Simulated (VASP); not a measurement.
# CdF2 (Pmmn) in VASP: a series of runs

CdF2 is run at these levels: PBE; tasks: single point, relaxation of cell and atoms.

All numbers are computed with VASP 6.6.1; they aren't measurements. Logs are shortened: lines on timing, memory, paths and dates and some standing lists are left out, and cuts for length are marked.

## Step 1: The cell of the first run

Symmetry: Pmmn, No. 59, orthorhombic system. Conventional cell: a = 3.029 Å, b = 4.284 Å, c = 6.058 Å, α = 90.00°, β = 90.00°, γ = 90.00°. Cd (site symmetry mm2) has 6 F at 2.14 Å within 2.8 Å. F (site symmetry mm2) has 4 Cd at 2.14 Å within 2.8 Å. F (site symmetry mm2) has 2 Cd at 2.14 Å within 2.8 Å.

## Step 2: Single point, PBE (atoms taken out)

INCAR reads:

```
SYSTEM = CdF2
PREC = Accurate
ENCUT = 520
EDIFF = 1E-7
ISMEAR = 0
SIGMA = 0.1
LREAL = .FALSE.
LASPH = .TRUE.
NELM = 80
ALGO = Normal
ISIF = 2
LWAVE = .FALSE.
LCHARG = .FALSE.
GGA = PE
NBANDS = 35
```

KPOINTS reads:

```
Automatic mesh
0
G
  6 4 4
  0 0 0
```

POSCAR reads:

```
CdF2
1.0
    3.0292454500      0.0000000000      0.0000000000
    0.0000000000      4.2840000000      0.0000000000
    0.0000000000      0.0000000000      6.0584909000
Cd F
2 4
Direct
    0.0000000000      0.0000000000      0.6250000000
    0.5000000000      0.5000000000      0.3750000000
    0.0000000000      0.5000000000      0.6250000000
    0.5000000000      0.0000000000      0.3750000000
    0.0000000000      0.5000000000      0.1250000000
    0.5000000000      0.0000000000      0.8750000000
```

Potentials or basis: VASP PAW PBE potentials, release 64 (Cd, F).

The run is started by

```bash
$ cat potpaw_PBE.64/Cd/POTCAR potpaw_PBE.64/F/POTCAR > POTCAR
$ mpirun -np 1 vasp_std > vasp.out
```

OUTCAR:

```text
SYSTEM = CdF2
   PREC = Accurate
   ENCUT = 520
   EDIFF = 1E-7
   ISMEAR = 0
   LREAL = .FALSE.
   LASPH = .TRUE.
   NELM = 80
   ISIF = 2
   GGA = PE

 ion  position               nearest neighbor table
   1  0.000  0.000  0.625-   4 2.14   6 2.14   4 2.14   6 2.14   3 2.14   3 2.14   2 3.03   2 3.03
                             2 3.03   2 3.03
   2  0.500  0.500  0.375-   3 2.14   5 2.14   3 2.14   5 2.14   4 2.14   4 2.14   1 3.03   1 3.03
                             1 3.03   1 3.03
   3  0.000  0.500  0.625-   2 2.14   2 2.14   1 2.14   1 2.14
   4  0.500  0.000  0.375-   1 2.14   1 2.14   2 2.14   2 2.14
   5  0.000  0.500  0.125-   2 2.14   2 2.14
   6  0.500  0.000  0.875-   1 2.14   1 2.14

  LATTYP: Found a simple orthorhombic cell.
 ALAT       =     3.0292454500
 B/A-ratio  =     1.4142135627
 C/A-ratio  =     2.0000000000

  Lattice vectors:

 A1 = (   3.0292454500,   0.0000000000,   0.0000000000)
 A2 = (   0.0000000000,   4.2840000000,   0.0000000000)
 A3 = (   0.0000000000,   0.0000000000,   6.0584909000)

Analysis of symmetry for initial positions (statically):
=====================================================================
 Subroutine PRICEL returns:
 Original cell was already a primitive cell.

 Routine SETGRP: Setting up the symmetry group for a
 simple orthorhombic supercell.

 Subroutine GETGRP returns: Found  8 space group operations
 (whereof  4 operations were pure point group operations)
 out of a pool of  8 trial point group operations.

The static configuration has the point symmetry C_2v.
 The point group associated with its full space group is D_2h.

Analysis of symmetry for dynamics (positions and initial velocities):
=====================================================================
 Subroutine PRICEL returns:
 Original cell was already a primitive cell.

 Routine SETGRP: Setting up the symmetry group for a
 simple orthorhombic supercell.

 Subroutine GETGRP returns: Found  8 space group operations
 (whereof  4 operations were pure point group operations)
 out of a pool of  8 trial point group operations.

The dynamic configuration has the point symmetry C_2v.
 The point group associated with its full space group is D_2h.

 Subroutine INISYM returns: Found  8 space group operations
 (whereof  4 operations are pure point group operations),
 and found     1 'primitive' translations

----------------------------------------------------------------------------------------

                                     Primitive cell

  volume of cell :      78.6228

  direct lattice vectors                    reciprocal lattice vectors
     3.029245450  0.000000000  0.000000000     0.330115211  0.000000000  0.000000000
     0.000000000  4.284000000  0.000000000     0.000000000  0.233426704  0.000000000
     0.000000000  0.000000000  6.058490900     0.000000000  0.000000000  0.165057605

  length of vectors
     3.029245450  4.284000000  6.058490900     0.330115211  0.233426704  0.165057605

  position of ions in fractional coordinates (direct lattice)
     0.000000000  0.000000000  0.625000000
     0.500000000  0.500000000  0.375000000
     0.000000000  0.500000000  0.625000000
     0.500000000  0.000000000  0.375000000
     0.000000000  0.500000000  0.125000000
     0.500000000  0.000000000  0.875000000

  ion indices of the primitive-cell ions
   primitive index   ion index
                 1           1
                 2           2
                 3           3
                 4           4
                 5           5
                 6           6

----------------------------------------------------------------------------------------

 KPOINTS: Automatic mesh

Automatic generation of k-mesh.
 Grid dimensions read from file:
 generate k-points for:    6    4    4

 Generating k-lattice:

  Cartesian coordinates                     Fractional coordinates (reciprocal lattice)
     0.055019202  0.000000000  0.000000000     0.166666667  0.000000000  0.000000000
     0.000000000  0.058356676  0.000000000     0.000000000  0.250000000  0.000000000
     0.000000000  0.000000000  0.041264401     0.000000000  0.000000000  0.250000000

  Length of vectors
     0.055019202  0.058356676  0.041264401

  Shift w.r.t. Gamma in fractional coordinates (k-lattice)
     0.000000000  0.000000000  0.000000000

 Subroutine IBZKPT returns following result:
 ===========================================

 Found     36 irreducible k-points:

 Following reciprocal coordinates:
            Coordinates               Weight
  0.000000  0.000000  0.000000      1.000000
  0.166667  0.000000  0.000000      2.000000
  0.333333  0.000000  0.000000      2.000000
  0.500000  0.000000  0.000000      1.000000
  0.000000  0.250000  0.000000      2.000000
  0.166667  0.250000  0.000000      4.000000
[... 16 lines left out ...]
  0.333333  0.500000  0.250000      4.000000
  0.500000  0.500000  0.250000      2.000000
 [... further k-points ...]
   k-points           NKPTS =     36   k-points in BZ     NKDIM =     36   number of bands    NBANDS=     35
   number of dos      NEDOS =    301   number of ions     NIONS =      6
   total plane-waves  NPLWV =  36864
   dimension x,y,z NGX =    24 NGY =   32 NGZ =   48
   dimension x,y,z NGXF=    48 NGYF=   64 NGZF=   96
   ions per type =               2   4
   NGX,Y,Z   is equivalent  to a cutoff of  13.17, 12.42, 13.17 a.u.
   NGXF,Y,Z  is equivalent  to a cutoff of  26.34, 24.84, 26.34 a.u.
 SYSTEM =  CdF2
   PREC   = accura    normal or accurate (medium, high low for compatibility)
   ISTART =      0    job   : 0-new  1-cont  2-samecut
   ICHARG =      2    charge: 1-file 2-atom 10-const
   ISPIN  =      1    spin polarized calculation?
   LNONCOLLINEAR =      F non collinear calculations
   LSORBIT =      F    spin-orbit coupling
   LASPH  =      T    aspherical Exc in radial PAW
   ENCUT  =  520.0 eV  38.22 Ry    6.18 a.u.   5.63  7.97 11.26*2*pi/ulx,y,z
   NELM   =     80;   NELMIN=  2; NELMDL= -5     # of ELM steps
   EDIFF  = 0.1E-06   stopping-criterion for ELM
   LREAL  =      F    real-space projection
   EDIFFG = 0.1E-05   stopping-criterion for IOM
   NSW    =      0    number of steps for IOM
   IBRION =     -1    ionic relax: 0-MD 1-quasi-New 2-CG
   NFREE  =      0    steps in history (QN), initial steepest desc. (CG)
   ISIF   =      2    stress and relaxation
   ISYM   =      2    0-nonsym 1-usesym 2-fastsym
   POTIM  = 0.5000    time-step for ionic-motion
   TEBEG  =    0.0;   TEEND  =   0.0 temperature during run
   PSTRESS=    0.0 pullay stress
   NELECT =      52.0000    total number of electrons
   NUPDOWN=      -1.0000    fix difference up-down
   EMIN   =  10.00;   EMAX   =-10.00  energy-range for DOS
   EFERMI =   0.00;   METHOD = LEGACY
   ISMEAR =     0;   SIGMA  =   0.10  broadening in eV -4-tet -1-fermi 0-gaus
   EFERMI_NEDOS =   21; number of points for ismear=-14 and -15
   IALGO  =     38    algorithm
   IMIX   =      4    mixing-type and parameters
     AMIX     =   0.40;   BMIX     =  1.00
     AMIX_MAG =   1.60;   BMIX_MAG =  1.00
  volume/ion in A,a.u.               =      13.10        88.43
  Fermi-wavevector in a.u.,A,eV,Ry     =   1.426351  2.695413 27.680752  2.034478
  Thomas-Fermi vector in A             =   2.546638
   LORBIT       =      0    0 simple, 1 ext, 2 COOP (PROOUT), +10 PAW based schemes
   GGA     = PE    functional components
   LHFCALC =     F    Hartree Fock is set to
   AEXX    =    0.0000 exact exchange contribution
   IVDW    =     0    specifies the selected vdW correction
   LEPSILON=     F    determine dielectric tensor
   LRPA    =     F    only Hartree local field effects (RPA)
 non-spin polarized calculation
 Gauss-broadening in eV      SIGMA  =   0.10
  energy-cutoff  :      520.00
  volume of cell :       78.62
 maximum number of plane-waves:      2148
 NGX is ok and might be reduce to    24
   NGX = 11   NGY = 15   NGZ = 23

 number of electron      52.0000003 magnetization

 Free energy of the ion-electron system (eV)
  ---------------------------------------------------
  ext. energy  EPLUGINS =         0.00000000
  ---------------------------------------------------
  free energy    TOTEN  =       -18.03658362 eV

  energy without entropy =      -18.03658362  energy(sigma->0) =      -18.03658362

 E-fermi :  -0.2113     XC(G=0): -10.2458

 val. band max:       -0.7444174258   @ k =   0.0000   0.0000   0.5000
 cond. band min:       1.2696134335   @ k =   0.0000   0.0000   0.0000
 fundamental gap:      2.0140308593
 Fermi energy:        -0.2113182898

 k-point     1 :       0.0000    0.0000    0.0000
  band No.  band energies     occupation
      1     -24.4957      2.00000
      2     -24.1975      2.00000
      3     -20.7252      2.00000
      4     -20.5583      2.00000
      5      -8.2652      2.00000
      6      -8.1608      2.00000
[... 27 lines left out ...]
     34      14.7776      0.00000
     35      15.3176      0.00000

 k-point     2 :       0.1667    0.0000    0.0000
  band No.  band energies     occupation
      1     -24.4440      2.00000
      2     -24.1881      2.00000
      3     -20.6937      2.00000
      4     -20.5425      2.00000
      5      -8.2055      2.00000
      6      -8.1412      2.00000
[... 27 lines left out ...]
     34      13.5566      0.00000
     35      15.1817      0.00000

 k-point     3 :       0.3333    0.0000    0.0000
  band No.  band energies     occupation
      1     -24.3275      2.00000
      2     -24.1826      2.00000
      3     -20.6154      2.00000
      4     -20.5201      2.00000
      5      -8.1366      2.00000
      6      -8.0948      2.00000
[... 27 lines left out ...]
     34      13.8149      0.00000
     35      14.2687      0.00000
[... 723 lines left out ...]
 k-point    23 :       0.3333    0.5000    0.2500
  band No.  band energies     occupation
      1     -24.1524      2.00000
      2     -24.1524      2.00000
      3     -20.5656      2.00000
      4     -20.5656      2.00000
      5      -9.1498      2.00000
      6      -9.1498      2.00000
[... 27 lines left out ...]
     34      13.1095      0.00000
     35      14.2591      0.00000

 k-point    24 :       0.5000    0.5000    0.2500
  band No.  band energies     occupation
      1     -24.1229      2.00000
      2     -24.1229      2.00000
      3     -20.5370      2.00000
      4     -20.5370      2.00000
      5      -9.1723      2.00000
      6      -9.1723      2.00000
[... 27 lines left out ...]
     34      12.3686      0.00000
     35      13.7816      0.00000

 [... further k-points ...]

------------------------ aborting loop because EDIFF is reached ----------------------------------------

  FORCE on cell =-STRESS in cart. coord.  units (eV):
  Direction    XX          YY          ZZ          XY          YZ          ZX
  --------------------------------------------------------------------------------------
  -------------------------------------------------------------------------------------
  Total       16.9901628     18.9479830      7.1212798      0.0000000      0.0000000      0.0000000
  in kB      346.2260461    386.1225657    145.1176535      0.0000000      0.0000000      0.0000000
  external PRESSURE =     292.4887551 kB  Pullay stress =       0.0000000 kB

 VOLUME and BASIS-vectors are now :
 -----------------------------------------------------------------------------
  energy-cutoff  :      520.00
  volume of cell :       78.62
      direct lattice vectors                 reciprocal lattice vectors
     3.029245450  0.000000000  0.000000000     0.330115211  0.000000000  0.000000000
     0.000000000  4.284000000  0.000000000     0.000000000  0.233426704  0.000000000
     0.000000000  0.000000000  6.058490900     0.000000000  0.000000000  0.165057605

 POSITION                                       TOTAL-FORCE (eV/Angst)
 -----------------------------------------------------------------------------------
      0.00000      0.00000      3.78656         0.000000      0.000000      4.049495
      1.51462      2.14200      2.27193         0.000000      0.000000     -4.049495
      0.00000      2.14200      3.78656         0.000000      0.000000      1.431511
      1.51462      0.00000      2.27193         0.000000      0.000000     -1.431511
      0.00000      2.14200      0.75731         0.000000      0.000000      0.282286
      1.51462      0.00000      5.30118         0.000000      0.000000     -0.282286
 -----------------------------------------------------------------------------------
    total drift:                                0.000000      0.000000      0.000000

  FREE ENERGIE OF THE ION-ELECTRON SYSTEM (eV)
  ---------------------------------------------------
  free  energy   TOTEN  =       -18.0365836159 eV

  energy  without entropy=      -18.0365836159  energy(sigma->0) =      -18.03658362
```

Run time: 46 s. Hardware: 1 thread of Intel Xeon 6975P-C (Granite Rapids), shared host; peak memory 0.22 GiB.

Results:

```
Free energy            : -18.0366 eV
Pressure               : 29.2 GPa
Largest force          : 4.049 eV/Å
Band gap on the k mesh : 2.01 eV (least direct gap 2.07 eV)
```

Forces in eV/Å, atoms in the order of the input:
```
Cd   0.000  0.000  4.049
Cd   0.000  0.000 -4.049
F    0.000  0.000  1.432
F    0.000  0.000 -1.432
F    0.000  0.000  0.282
F    0.000  0.000 -0.282
```

Levels at points of the mesh, in eV from the valence-band top:
| k point | band 24 | band 25 | band 26 | band 27 | band 28 | band 29 |
| --- | --- | --- | --- | --- | --- | --- |
| (0.00, 0.00, 0.00) | -0.34 | -0.18 | -0.05 | 2.01 | 7.02 | 9.62 |
| (0.50, 0.00, 0.00) | -0.54 | -0.50 | -0.50 | 6.23 | 6.23 | 9.78 |
| (0.00, 0.50, 0.00) | -0.48 | -0.12 | -0.12 | 4.72 | 4.72 | 8.61 |
| (0.50, 0.50, 0.00) | -0.53 | -0.43 | -0.43 | 7.13 | 7.13 | 8.26 |
| (0.00, 0.00, 0.50) | -0.34 | -0.28 | 0.00 | 2.73 | 6.12 | 9.57 |
| (0.50, 0.00, 0.50) | -0.64 | -0.54 | -0.54 | 6.31 | 6.31 | 9.75 |
| (0.00, 0.50, 0.50) | -0.61 | -0.14 | -0.14 | 4.85 | 4.85 | 8.39 |
| (0.50, 0.50, 0.50) | -0.80 | -0.51 | -0.51 | 7.49 | 7.49 | 8.27 |

Caveat: the cell differs from its parent crystal (atoms taken out); the stress differs along the axes, from 15 to 39 GPa; forces of over 1 eV/Å act on the atoms, so gaps and moduli don't describe the material at rest. A k mesh can miss the band edges.

## Step 3: Relaxation of cell and atoms, PBE (atoms taken out)

INCAR reads:

```
PREC = Accurate ; ENCUT = 600
EDIFF = 1E-6 ; ISMEAR = 0
SIGMA = 0.1 ; LREAL = F
LASPH = T ; NELM = 80
ALGO = Normal ; ISIF = 3
LWAVE = F ; LCHARG = F
GGA = PE ; IBRION = 2
NSW = 90 ; EDIFFG = -0.04
```

KPOINTS reads:

```
Automatic mesh
0
Gamma
  6 4 4
```

POSCAR is that of step 2.

Potentials or basis: VASP PAW PBE potentials, release 64 (Cd, F).

The run is started by

```bash
$ cat potpaw_PBE.64/Cd/POTCAR potpaw_PBE.64/F/POTCAR > POTCAR
$ mpirun -np 1 vasp_std > vasp.out
```

Run time: 18 min. Hardware: 1 thread of Intel Xeon 6975P-C (Granite Rapids), shared host; peak memory 0.25 GiB.

It converged, with:

```
Free energy                           : -21.7343 eV
Relaxed volume                        : 13.69 Å³/atom
Relaxed cell                          : a = 3.722 Å, b = 3.989 Å, c = 5.532 Å, α = 90.00°, β = 90.00°, γ = 90.00°
Space group after relaxing (to 0.1 Å) : Immm (No. 71)
Energy gained by relaxing             : 614.9 meV/atom
Ionic steps                           : 48
Pressure after relaxing               : 0.0 GPa
Largest force after relaxing          : 0.038 eV/Å
Band gap on the k mesh                : 2.90 eV
```

Forces in eV/Å, atoms in the order of the input:
```
Cd   0.000  0.000  0.029
Cd   0.000  0.000 -0.029
F    0.000  0.000  0.019
F    0.000  0.000 -0.019
F    0.000  0.000 -0.038
F    0.000  0.000  0.038
```

Stress tensor (GPa, compression positive):
```
 0.24  0.00  0.00
 0.00  0.01  0.00
 0.00  0.00 -0.15
```

Step by step:
| step | energy change (eV) | largest force (eV/Å) | pressure (GPa) | volume (Å³) |
| --- | --- | --- | --- | --- |
| 1 | 0.0000 | 4.0497 | 29.08 | 78.62 |
| 3 | -2.3400 | 1.1645 | -1.89 | 100.50 |
| 5 | -2.6440 | 0.9033 | 0.48 | 99.91 |
| 7 | -2.8850 | 0.5359 | -0.07 | 100.73 |
| 9 | -2.9334 | 0.3661 | -1.99 | 101.92 |
| 11 | -3.0661 | 0.4628 | 1.80 | 96.21 |
| 13 | -3.2602 | 0.5445 | -2.42 | 98.78 |
| 15 | -3.3336 | 0.1866 | -1.04 | 96.62 |
| 17 | -3.3424 | 0.2304 | -0.55 | 95.73 |
| 19 | -3.3598 | 0.3544 | 1.60 | 92.35 |
| 21 | -3.3800 | 0.2993 | 1.38 | 91.66 |
| 23 | -3.4366 | 0.7843 | 0.84 | 88.50 |
| 25 | -3.4427 | 0.9922 | 1.01 | 86.83 |
| 27 | -3.5061 | 0.7874 | 0.25 | 85.78 |
| 29 | -3.5348 | 0.5246 | -0.18 | 84.56 |
| 31 | -3.6108 | 0.2252 | 0.50 | 83.91 |
| 33 | -3.6163 | 0.2646 | 0.77 | 83.69 |
| 35 | -3.6446 | 0.1391 | -1.25 | 84.69 |
| 37 | -3.6544 | 0.1477 | 0.23 | 83.11 |
| 39 | -3.6694 | 0.0845 | 0.31 | 82.49 |
| 41 | -3.6746 | 0.0775 | -0.43 | 82.75 |
| 43 | -3.6778 | 0.0695 | -0.75 | 82.92 |
| 45 | -3.6829 | 0.0955 | 0.71 | 81.78 |
| 47 | -3.6861 | 0.0745 | 0.12 | 82.15 |
| 48 | -3.6895 | 0.0384 | 0.04 | 82.12 |

Final structure:
```
CELL_PARAMETERS angstrom
3.72185 0.00000 0.00000
0.00000 3.98905 0.00000
0.00000 0.00000 5.53153
ATOMIC_POSITIONS crystal
Cd 0.00000 0.00000 0.74889
Cd 0.50000 0.50000 0.25111
F 0.00000 0.50000 0.50768
F 0.50000 0.00000 0.49232
F 0.00000 0.50000 0.00278
F 0.50000 0.00000 0.99722
```

Levels at points of the mesh, in eV from the valence-band top:
```csv
k point,band 22,band 23,band 24,band 25,band 26,band 27,band 28,band 29,band 30,band 31
"(0.00, 0.00, 0.00)",-0.57,-0.49,-0.44,-0.16,0.00,2.90,7.60,9.42,11.83,11.85
"(0.50, 0.00, 0.00)",-1.57,-0.54,-0.54,-0.29,-0.29,6.61,6.61,10.06,10.06,12.50
"(0.00, 0.50, 0.00)",-1.45,-0.47,-0.47,-0.28,-0.28,6.22,6.22,10.00,10.00,12.15
"(0.50, 0.50, 0.00)",-0.41,-0.12,-0.12,-0.09,-0.09,7.61,7.61,9.35,9.35,11.83
"(0.00, 0.00, 0.50)",-0.52,-0.35,-0.33,-0.26,-0.19,5.02,5.05,10.53,10.57,12.63
"(0.50, 0.00, 0.50)",-1.66,-0.52,-0.52,-0.47,-0.47,6.95,6.95,9.13,9.13,13.69
"(0.00, 0.50, 0.50)",-1.64,-0.41,-0.41,-0.33,-0.33,6.66,6.66,8.84,8.84,13.93
"(0.50, 0.50, 0.50)",-1.33,-0.49,-0.49,-0.02,-0.02,7.67,7.67,11.22,11.22,11.31
```

Caveat: the cell differs from its parent crystal (atoms taken out); a cell axis changed by over 15 % at a fixed basis, so the end point is rough.
